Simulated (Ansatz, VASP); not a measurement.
## One calculation of Si2Mo, two programs

File INCAR:

```
  PREC = Accurate
  ENCUT = 520
  EDIFF = 1E-7
  ISMEAR = 0
  SIGMA = 0.1
  LREAL = False
  LASPH = True
  NELM = 60
  ALGO = Normal
  ISIF = 2
  LWAVE = False
  LCHARG = False
  GGA = PE
  NBANDS = 31
```

Contents of KPOINTS:

```
regular mesh
0
Gamma
  12 12 6
```

File POSCAR:

```
Si2Mo
1.0
    3.2168473629      0.0000000000      0.0000000000
    0.0000000000      3.2168473629      0.0000000000
    0.0000000000      0.0000000000      7.8730200112
Si Mo
4 2
Direct
    0.0000000000      0.0000000000      0.3350991396
    0.5000000000      0.5000000000      0.1649008604
    0.5000000000      0.5000000000      0.8350991396
    0.0000000000      0.0000000000      0.6649008604
    0.0000000000      0.0000000000      0.0000000000
    0.5000000000      0.5000000000      0.5000000000
```

Input for Ansatz:

```yaml
crystal:
  lattice:
    - [3.2168473731, 0.0, 0.0]
    - [0.0, 3.2168473731, 0.0]
    - [0.0, 0.0, 7.8730199825]
  atoms:
    - { symbol: Si, position: [0.0, 0.0, 0.3350991381] }
    - { symbol: Si, position: [0.5, 0.5, 0.1649008619] }
    - { symbol: Si, position: [0.5, 0.5, 0.8350991381] }
    - { symbol: Si, position: [0.0, 0.0, 0.6649008619] }
    - { symbol: Mo, position: [0.0, 0.0, 0.0] }
    - { symbol: Mo, position: [0.5, 0.5, 0.5] }
basis:
  ecutwfc: 420
kpoints:
  mp_grid: { grid: [12, 12, 6] }
hamiltonian:
  xc: pbe
scf:
  occupations: { method: gaussian, width: 0.1 }
output:
  forces: true
  stress: true
  eigenvalues: true
```

Alike in both runs: task single point; functional PBE; k mesh 12 × 12 × 6; occupations gaussian, width 0.1 eV; no spin polarisation.

|  | VASP | Ansatz |
| --- | --- | --- |
| version | VASP 6.6.1 | Ansatz 0.2.0 |
| potentials or method | VASP PAW PBE potentials, release 64 (Si, Mo_sv), cutoff 520 eV | scalar-relativistic, plane waves, PAW |
| valence electrons in the cell | 44 | 44 |

|  | VASP | Ansatz | Ansatz less VASP |
| --- | --- | --- | --- |
| gap on the k mesh at the Fermi level (eV) | none | none | - |
| pressure (GPa) | 0.2 | 0.0 | -0.15 |
| traceless stress, the component that is largest in VASP (GPa) | -0.07 | -0.05 | +0.016 |
| rms of the force components (eV/Å) | 0.004 | 0.005 | +0.0019 |

Atom by atom the forces differ by 0.002 eV/Å (rms over components). A gap of «none» marks a metal or a gap that the smearing closes.
